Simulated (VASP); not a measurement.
# YF (P4/nmm) in VASP: a series of runs

The runs below take YF through single point, with PBE.

Program: VASP 6.6.1. These are calculated values, not measurements. Logs are shortened: lines on timing, memory, paths and dates and some standing lists are left out, and cuts for length are marked.

## (1) The cell of the first run

Symmetry: P4/nmm, No. 129, tetragonal system. Conventional cell: a = 3.712 Å, b = 3.712 Å, c = 5.738 Å, α = 90.00°, β = 90.00°, γ = 90.00°. Within 3.2 Å of Y (site symmetry 4mm) lie 4 F at 2.40 Å. F (site symmetry -4m2) has 4 Y at 2.40 Å and 4 F at 2.62 Å within 3.2 Å.

## (2) Single point, PBE (atoms taken out)

File INCAR:

```
ALGO = Normal
EDIFF = 1E-7
ENCUT = 520
GGA = PE
ISIF = 2
ISMEAR = 0
LASPH = True
LCHARG = True
LELF = True
LREAL = False
LVHAR = True
LWAVE = False
NBANDS = 26
NELM = 60
PREC = Accurate
SIGMA = 0.1
```

File KPOINTS:

```
k-points
0
Gamma
  12 12 8
```

File POSCAR:

```
YF
1.0
    3.7115435771      0.0000000000      0.0000000000
    0.0000000000      3.7115435771      0.0000000000
    0.0000000000      0.0000000000      5.7380237551
Y F
2 2
Direct
    0.5000000000      0.0000000000      0.7336772789
    0.0000000000      0.5000000000      0.2663227211
    0.0000000000      0.0000000000      0.0000000000
    0.5000000000      0.5000000000      0.0000000000
```

Potentials or basis: VASP PAW PBE potentials, release 64 (Y_sv, F).

Started as:

```console
cat potpaw_PBE.64/Y_sv/POTCAR potpaw_PBE.64/F/POTCAR > POTCAR
mpirun -np 1 vasp_std > vasp.out
```

OUTCAR:

```text
EDIFF = 1E-7
   ENCUT = 520
   GGA = PE
   ISIF = 2
   ISMEAR = 0
   LASPH = True
   LREAL = False
   NELM = 60
   PREC = Accurate

 ion  position               nearest neighbor table
   1  0.500  0.000  0.734-   3 2.40   4 2.40   4 2.40   3 2.40   2 3.75   2 3.75   2 3.75   2 3.75
                             2 4.03   2 4.03   2 4.03   2 4.03
   2  0.000  0.500  0.266-   3 2.40   4 2.40   3 2.40   4 2.40   1 3.75   1 3.75   1 3.75   1 3.75
                             1 4.03   1 4.03   1 4.03   1 4.03
   3  0.000  0.000  0.000-   1 2.40   2 2.40   2 2.40   1 2.40
   4  0.500  0.500  0.000-   1 2.40   2 2.40   1 2.40   2 2.40

  LATTYP: Found a simple tetragonal cell.
 ALAT       =     3.7115435771
 C/A-ratio  =     1.5459939068

  Lattice vectors:

 A1 = (   3.7115435771,   0.0000000000,   0.0000000000)
 A2 = (   0.0000000000,   3.7115435771,   0.0000000000)
 A3 = (   0.0000000000,   0.0000000000,   5.7380237551)

Analysis of symmetry for initial positions (statically):
=====================================================================
 Subroutine PRICEL returns:
 Original cell was already a primitive cell.

 Routine SETGRP: Setting up the symmetry group for a
 simple tetragonal supercell.

 Subroutine GETGRP returns: Found 16 space group operations
 (whereof  8 operations were pure point group operations)
 out of a pool of 16 trial point group operations.

The static configuration has the point symmetry D_2d.
 The point group associated with its full space group is D_4h.

Analysis of symmetry for dynamics (positions and initial velocities):
=====================================================================
 Subroutine PRICEL returns:
 Original cell was already a primitive cell.

 Routine SETGRP: Setting up the symmetry group for a
 simple tetragonal supercell.

 Subroutine GETGRP returns: Found 16 space group operations
 (whereof  8 operations were pure point group operations)
 out of a pool of 16 trial point group operations.

The dynamic configuration has the point symmetry D_2d.
 The point group associated with its full space group is D_4h.

 Subroutine INISYM returns: Found 16 space group operations
 (whereof  8 operations are pure point group operations),
 and found     1 'primitive' translations

----------------------------------------------------------------------------------------

                                     Primitive cell

  volume of cell :      79.0445

  direct lattice vectors                    reciprocal lattice vectors
     3.711543577  0.000000000  0.000000000     0.269429680  0.000000000  0.000000000
     0.000000000  3.711543577  0.000000000     0.000000000  0.269429680  0.000000000
     0.000000000  0.000000000  5.738023755     0.000000000  0.000000000  0.174276030

  length of vectors
     3.711543577  3.711543577  5.738023755     0.269429680  0.269429680  0.174276030

  position of ions in fractional coordinates (direct lattice)
     0.500000000  0.000000000  0.733677279
     0.000000000  0.500000000  0.266322721
     0.000000000  0.000000000  0.000000000
     0.500000000  0.500000000  0.000000000

  ion indices of the primitive-cell ions
   primitive index   ion index
                 1           1
                 2           2
                 3           3
                 4           4

----------------------------------------------------------------------------------------

 KPOINTS: k-points

Automatic generation of k-mesh.
 Grid dimensions read from file:
 generate k-points for:   12   12    8

 Generating k-lattice:

  Cartesian coordinates                     Fractional coordinates (reciprocal lattice)
     0.022452473  0.000000000  0.000000000     0.083333333  0.000000000  0.000000000
     0.000000000  0.022452473  0.000000000     0.000000000  0.083333333  0.000000000
     0.000000000  0.000000000  0.021784504     0.000000000  0.000000000  0.125000000

  Length of vectors
     0.022452473  0.022452473  0.021784504

  Shift w.r.t. Gamma in fractional coordinates (k-lattice)
     0.000000000  0.000000000  0.000000000

 Subroutine IBZKPT returns following result:
 ===========================================

 Found    140 irreducible k-points:

 Following reciprocal coordinates:
            Coordinates               Weight
  0.000000  0.000000  0.000000      1.000000
  0.083333  0.000000  0.000000      4.000000
  0.166667  0.000000  0.000000      4.000000
  0.250000  0.000000  0.000000      4.000000
  0.333333  0.000000  0.000000      4.000000
  0.416667  0.000000  0.000000      4.000000
[... 16 lines left out ...]
  0.333333  0.333333  0.000000      4.000000
  0.416667  0.333333  0.000000      8.000000
 [... further k-points ...]
   k-points           NKPTS =    140   k-points in BZ     NKDIM =    140   number of bands    NBANDS=     26
   number of dos      NEDOS =    301   number of ions     NIONS =      4
   total plane-waves  NPLWV =  37632
   dimension x,y,z NGX =    28 NGY =   28 NGZ =   48
   dimension x,y,z NGXF=    56 NGYF=   56 NGZF=   96
   ions per type =               2   2
   NGX,Y,Z   is equivalent  to a cutoff of  12.54, 12.54, 13.91 a.u.
   NGXF,Y,Z  is equivalent  to a cutoff of  25.08, 25.08, 27.81 a.u.
 SYSTEM =  unknown system
   PREC   = accura    normal or accurate (medium, high low for compatibility)
   ISTART =      0    job   : 0-new  1-cont  2-samecut
   ICHARG =      2    charge: 1-file 2-atom 10-const
   ISPIN  =      1    spin polarized calculation?
   LNONCOLLINEAR =      F non collinear calculations
   LSORBIT =      F    spin-orbit coupling
   LASPH  =      T    aspherical Exc in radial PAW
   ENCUT  =  520.0 eV  38.22 Ry    6.18 a.u.   6.90  6.90 10.67*2*pi/ulx,y,z
   NELM   =     60;   NELMIN=  2; NELMDL= -5     # of ELM steps
   EDIFF  = 0.1E-06   stopping-criterion for ELM
   LREAL  =      F    real-space projection
   EDIFFG = 0.1E-05   stopping-criterion for IOM
   NSW    =      0    number of steps for IOM
   IBRION =     -1    ionic relax: 0-MD 1-quasi-New 2-CG
   NFREE  =      0    steps in history (QN), initial steepest desc. (CG)
   ISIF   =      2    stress and relaxation
   ISYM   =      2    0-nonsym 1-usesym 2-fastsym
   POTIM  = 0.5000    time-step for ionic-motion
   TEBEG  =    0.0;   TEEND  =   0.0 temperature during run
   PSTRESS=    0.0 pullay stress
   NELECT =      36.0000    total number of electrons
   NUPDOWN=      -1.0000    fix difference up-down
   EMIN   =  10.00;   EMAX   =-10.00  energy-range for DOS
   EFERMI =   0.00;   METHOD = LEGACY
   ISMEAR =     0;   SIGMA  =   0.10  broadening in eV -4-tet -1-fermi 0-gaus
   EFERMI_NEDOS =   21; number of points for ismear=-14 and -15
   IALGO  =     38    algorithm
   IMIX   =      4    mixing-type and parameters
     AMIX     =   0.40;   BMIX     =  1.00
     AMIX_MAG =   1.60;   BMIX_MAG =  1.00
  volume/ion in A,a.u.               =      19.76       133.35
  Fermi-wavevector in a.u.,A,eV,Ry     =   1.259559  2.380221 21.585491  1.586489
  Thomas-Fermi vector in A             =   2.393113
   LORBIT       =      0    0 simple, 1 ext, 2 COOP (PROOUT), +10 PAW based schemes
   GGA     = PE    functional components
   LHFCALC =     F    Hartree Fock is set to
   AEXX    =    0.0000 exact exchange contribution
   IVDW    =     0    specifies the selected vdW correction
   LEPSILON=     F    determine dielectric tensor
   LRPA    =     F    only Hartree local field effects (RPA)
 non-spin polarized calculation
 Gauss-broadening in eV      SIGMA  =   0.10
  energy-cutoff  :      520.00
  volume of cell :       79.04
 maximum number of plane-waves:      2164
 NGX is ok and might be reduce to    28

 number of electron      35.9999989 magnetization

 Free energy of the ion-electron system (eV)
  ---------------------------------------------------
  ext. energy  EPLUGINS =         0.00000000
  ---------------------------------------------------
  free energy    TOTEN  =       -26.88122148 eV

  energy without entropy =      -26.86968137  energy(sigma->0) =      -26.87545142

 E-fermi :   4.0071     XC(G=0):  -9.7511

 val. band max:        4.0055649450   @ k =   0.4167   0.4167   0.0000
 cond. band min:       4.0102780901   @ k =   0.5000   0.5000   0.5000
 fundamental gap:      0.0047131451
 Fermi energy:         4.0070800176

 k-point     1 :       0.0000    0.0000    0.0000
  band No.  band energies     occupation
      1     -39.6333      2.00000
      2     -39.5912      2.00000
      3     -22.9977      2.00000
      4     -21.9008      2.00000
      5     -19.5716      2.00000
      6     -19.5716      2.00000
[... 18 lines left out ...]
     25       7.8106      0.00000
     26       8.2845      0.00000

 k-point     2 :       0.0833    0.0000    0.0000
  band No.  band energies     occupation
      1     -39.6315      2.00000
      2     -39.5908      2.00000
      3     -22.9853      2.00000
      4     -21.9318      2.00000
      5     -19.5684      2.00000
      6     -19.5613      2.00000
[... 18 lines left out ...]
     25       7.8315      0.00000
     26       7.9010      0.00000

 k-point     3 :       0.1667    0.0000    0.0000
  band No.  band energies     occupation
      1     -39.6264      2.00000
      2     -39.5898      2.00000
      3     -22.9488      2.00000
      4     -22.0188      2.00000
      5     -19.5595      2.00000
      6     -19.5499      2.00000
[... 18 lines left out ...]
     25       7.5197      0.00000
     26       7.8844      0.00000

 k-point     4 :       0.2500    0.0000    0.0000
  band No.  band energies     occupation
      1     -39.6188      2.00000
      2     -39.5890      2.00000
      3     -22.8892      2.00000
      4     -22.1453      2.00000
      5     -19.6126      2.00000
      6     -19.5461      2.00000
[... 18 lines left out ...]
     25       7.4870      0.00000
     26       7.9567      0.00000
[... 496 lines left out ...]
      1     -39.5873      2.00000
      2     -39.5873      2.00000
      3     -22.6097      2.00000
      4     -22.6097      2.00000
      5     -19.6335      2.00000
      6     -19.6335      2.00000
[... 18 lines left out ...]
     25       8.4524      0.00000
     26       8.4524      0.00000

 k-point    23 :       0.3333    0.3333    0.0000
  band No.  band energies     occupation
      1     -39.5926      2.00000
      2     -39.5820      2.00000
      3     -22.7296      2.00000
      4     -22.4815      2.00000
      5     -19.6415      2.00000
      6     -19.6152      2.00000
[... 18 lines left out ...]
     25       7.7227      0.00000
     26       8.4413      0.00000

 k-point    24 :       0.4167    0.3333    0.0000
  band No.  band energies     occupation
      1     -39.5870      2.00000
      2     -39.5815      2.00000
      3     -22.6836      2.00000
      4     -22.5566      2.00000
      5     -19.6453      2.00000
      6     -19.6310      2.00000
[... 18 lines left out ...]
     25       8.2481      0.00000
     26       8.5663      0.00000

 [... further k-points ...]
[... 5 lines left out ...]
  --------------------------------------------------------------------------------------
  -------------------------------------------------------------------------------------
  Total       -0.0654589     -0.0654589     -0.0488371      0.0000000      0.0000000      0.0000000
  in kB       -1.3268079     -1.3268079     -0.9898948      0.0000000      0.0000000      0.0000000
  external PRESSURE =      -1.2145035 kB  Pullay stress =       0.0000000 kB

 VOLUME and BASIS-vectors are now :
 -----------------------------------------------------------------------------
  energy-cutoff  :      520.00
  volume of cell :       79.04
      direct lattice vectors                 reciprocal lattice vectors
     3.711543577  0.000000000  0.000000000     0.269429680  0.000000000  0.000000000
     0.000000000  3.711543577  0.000000000     0.000000000  0.269429680  0.000000000
     0.000000000  0.000000000  5.738023755     0.000000000  0.000000000  0.174276030

 POSITION                                       TOTAL-FORCE (eV/Angst)
 -----------------------------------------------------------------------------------
      1.85577      0.00000      4.20986        -0.000000      0.000000     -0.016003
      0.00000      1.85577      1.52817         0.000000      0.000000      0.016003
      0.00000      0.00000      0.00000         0.000000     -0.000000      0.000000
      1.85577      1.85577      0.00000         0.000000      0.000000      0.000000
 -----------------------------------------------------------------------------------
    total drift:                                0.000000      0.000000      0.000000

  FREE ENERGIE OF THE ION-ELECTRON SYSTEM (eV)
  ---------------------------------------------------
  free  energy   TOTEN  =       -26.8812214793 eV

  energy  without entropy=      -26.8696813665  energy(sigma->0) =      -26.87545142
```

Run time: 4.3 min. Hardware: 1 thread of Intel Xeon 8259CL, shared host; peak memory 0.39 GiB.

Results:

```
Free energy            : -26.8812 eV
Pressure               : -0.1 GPa
Largest force          : 0.016 eV/Å
Band gap on the k mesh : zero (bands 18 and 19 overlap by 0.21 eV)
```

Forces on the atoms (eV/Å):
```
Y    0.000  0.000 -0.016
Y    0.000  0.000  0.016
F    0.000  0.000  0.000
F    0.000  0.000  0.000
```

Levels at points of the mesh, in eV from the Fermi level:
```csv
k point,band 16,band 17,band 18,band 19,band 20,band 21
"(0.00, 0.00, 0.00)",-6.78,-3.14,-0.45,0.10,2.21,2.68
"(0.50, 0.00, 0.00)",-7.75,-0.93,-0.93,1.32,1.32,1.83
"(0.50, 0.50, 0.00)",-6.58,-0.47,-0.47,-0.08,-0.08,3.80
"(0.00, 0.00, 0.50)",-6.79,-2.15,-0.99,1.18,1.37,1.77
"(0.50, 0.00, 0.50)",-7.74,-0.86,-0.86,1.24,1.24,2.09
"(0.50, 0.50, 0.50)",-6.58,-0.61,-0.61,0.00,0.00,3.43
```

Caveat: the cell differs from its parent crystal (atoms taken out).

## (3) Single point, PBE

This run uses another cell than the first one: it holds 8 atoms, not 4.

File INCAR:

```
SYSTEM = YF
  PREC = Accurate
  ENCUT = 520
  EDIFF = 1E-6
  ISMEAR = 0
  SIGMA = 0.2
  LREAL = .False.
  LASPH = .True.
  NELM = 100
  ALGO = Normal
  ISIF = 2
  LWAVE = .False.
  LCHARG = .False.
  GGA = PE
  NBANDS = 46
```

File KPOINTS:

```
regular mesh
0
Gamma
  6 4 4
  0 0 0
```

File POSCAR:

```
YF
1.0
    0.0000000000      3.7115435771      0.0000000000
    0.0000000000      0.0000000000      5.7380237551
    7.4230871542      0.0000000000      0.0000000000
Y F
4 4
Direct
    0.0000000000      0.7336772789      0.2500000000
    0.0000000000      0.7336772789      0.7500000000
    0.5000000000      0.2663227211      0.0000000000
    0.5000000000      0.2663227211      0.5000000000
    0.0000000000      0.0000000000      0.5000000000
    0.0000000000      0.0000000000      0.0000000000
    0.5000000000      0.0000000000      0.2500000000
    0.5000000000      0.0000000000      0.7500000000
```

Potentials or basis: VASP PAW PBE potentials, release 64 (Y_sv, F).

Started as:

```console
cat potpaw_PBE.64/Y_sv/POTCAR potpaw_PBE.64/F/POTCAR > POTCAR
mpirun -np 1 vasp_std > vasp.out
```

Run time: 5.2 min. Hardware: 1 thread of Intel Xeon 8259CL, shared host; peak memory 0.39 GiB.

Results (log left out):

```
Free energy            : -53.7973 eV
Pressure               : -0.1 GPa
Largest force          : 0.059 eV/Å
Band gap on the k mesh : zero (bands 36 and 37 overlap by 0.09 eV)
```

Forces in eV/Å, atoms in the order of the input:
```
Y    0.000  0.000 -0.059
Y    0.000  0.000 -0.059
Y    0.000  0.000  0.059
Y    0.000  0.000  0.059
F    0.000  0.000 -0.006
F    0.000  0.000 -0.006
F    0.000  0.000  0.006
F    0.000  0.000  0.006
```

Stress tensor (GPa, compression positive):
```
 0.05  0.00  0.00
 0.00 -0.01  0.00
 0.00  0.00 -0.21
```

Levels at points of the mesh, in eV from the Fermi level:
```
           k point  band 33  band 34  band 35  band 36  band 37  band 38  band 39  band 40
(0.00, 0.00, 0.00)    -3.14    -0.93    -0.93    -0.46     0.10     1.31     1.31     1.83
(0.50, 0.00, 0.00)    -0.93    -0.93    -0.47    -0.47    -0.08    -0.08     1.31     1.31
(0.00, 0.50, 0.00)    -2.15    -0.99    -0.87    -0.87     1.18     1.24     1.24     1.37
(0.50, 0.50, 0.00)    -0.87    -0.87    -0.62    -0.62     0.00     0.00     1.24     1.24
(0.00, 0.00, 0.50)    -2.32    -2.32    -0.27    -0.27     0.29     0.29     2.20     2.20
(0.50, 0.00, 0.50)    -0.64    -0.64    -0.64    -0.64     0.43     0.43     0.43     0.43
(0.00, 0.50, 0.50)    -1.81    -1.81    -0.19    -0.19     0.32     0.32     1.69     1.69
(0.50, 0.50, 0.50)    -0.77    -0.77    -0.77    -0.77     0.65     0.65     0.65     0.65
```

The gap in the log of VASP goes by the Fermi energy; the results here count the filled bands.